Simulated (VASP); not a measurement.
## BN: single point with HSE06

The system is BN.

```xyz
2
Lattice="0.0000 1.8048 1.8048 1.8048 0.0000 1.8048 1.8048 1.8048 0.0000" Properties=species:S:1:pos:R:3 pbc="T T T"
B     0.0000    0.0000    0.0000
N     0.9024    0.9024    0.9024
```

```
Program             : VASP 6.6.1
Task                : single point
Functional          : HSE06
Potentials or basis : VASP PAW PBE potentials, release 64 (B, N)
Cutoff              : 520 eV
k mesh              : 6 × 6 × 6
Occupations         : gaussian, width 0.01 eV
Spin                : no spin polarisation
```

- Pressure: -3.9 GPa
- Band gap on the k mesh: 5.78 eV, indirect (least direct gap 10.58 eV)

Levels at points of the mesh, in eV from the valence-band top:
```tsv
k point	band 2	band 3	band 4	band 5	band 6	band 7
(0.00, 0.00, 0.00)	0.00	0.00	0.00	10.58	10.58	10.58
(0.50, 0.00, 0.00)	-11.67	-2.11	-2.11	11.90	12.54	12.54
(0.50, 0.50, 0.00)	-9.80	-5.34	-5.34	5.78	10.76	20.53
```

It took 110 s on 1 thread of Intel(R) Xeon(R) Platinum 8488C (Sapphire Rapids), on a shared host, peak memory 0.22 GiB.

Caveat: the k points lie up to 0.50 Å⁻¹ apart; the PAW data sets were made with another functional, which shifts forces and pressure a little. A k mesh can miss the band edges.
